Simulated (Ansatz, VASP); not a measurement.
**One calculation of Pd2Pt, two programs**

The input INCAR:

```
ALGO = Fast ; EDIFF = 1E-6
EDIFFG = -0.01 ; ENCUT = 600
GGA = PE ; IBRION = 2
ISIF = 3 ; ISMEAR = 0
LASPH = True ; LCHARG = False
LREAL = False ; LWAVE = False
NELM = 100 ; NSW = 100
PREC = Accurate ; SIGMA = 0.1
```

File KPOINTS:

```
k-points
0
Gamma
  14 14 14
```

File POSCAR:

```
Pd2Pt
1.0
    0.0000000000      3.0325261220      3.0325261220
    3.0325261220      0.0000000000      3.0325261220
    3.0325261220      3.0325261220      0.0000000000
Pd Pt
2 1
Direct
    0.2500000000      0.2500000000      0.2500000000
    0.7500000000      0.7500000000      0.7500000000
    0.0000000000      0.0000000000      0.0000000000
```

Input for Ansatz:

```yaml
crystal:
  lattice:
    - [0.0, 3.032526122, 3.032526122]
    - [3.032526122, 0.0, 3.032526122]
    - [3.032526122, 3.032526122, 0.0]
  atoms:
    - { symbol: Pd, position: [0.25, 0.25, 0.25] }
    - { symbol: Pd, position: [0.75, 0.75, 0.75] }
    - { symbol: Pt, position: [0.0, 0.0, 0.0] }
basis:
  ecutwfc: 420
kpoints:
  mp_grid: { grid: [14, 14, 14] }
hamiltonian:
  xc: pbe
scf:
  occupations: { method: gaussian, width: 0.1 }
output:
  forces: true
  stress: true
  eigenvalues: true
relax:
  adjacent_minimum: "off"
  f_tol: 0.01
  max_steps: 80
  cell: { stress_tol: 0.05 }
```

Alike in both runs: task relaxation of cell and atoms; functional PBE; k mesh 14 × 14 × 14; occupations gaussian, width 0.1 eV; no spin polarisation.

|  | VASP | Ansatz |
| --- | --- | --- |
| version | VASP 6.6.1 | Ansatz 0.2.0 |
| potentials or method | VASP PAW PBE potentials, release 64 (Pd, Pt), cutoff 600 eV | scalar-relativistic, plane waves, PAW |
| valence electrons in the cell | 30 | 54 |

VASP gave:

| Property | Result |
| --- | --- |
| gap on the k mesh at the Fermi level, each at its own relaxed structure (eV) | none |
| relaxed volume (Å³/atom) | 18.57 |
| relaxed cell length with the largest relative difference (Å) | 4.287 |

Question: Which values does Ansatz return?

Answer: gap on the k mesh at the Fermi level, each at its own relaxed structure (eV): none; relaxed volume (Å³/atom): 18.62; relaxed cell length with the largest relative difference (Å): 4.291.

A gap of «none» marks a metal or a gap that the smearing closes. VASP's potentials hold 30 valence electrons a cell and Ansatz's 54, so a difference there can come from the potentials and not from the codes.

Neither program's run includes spin-orbit coupling.
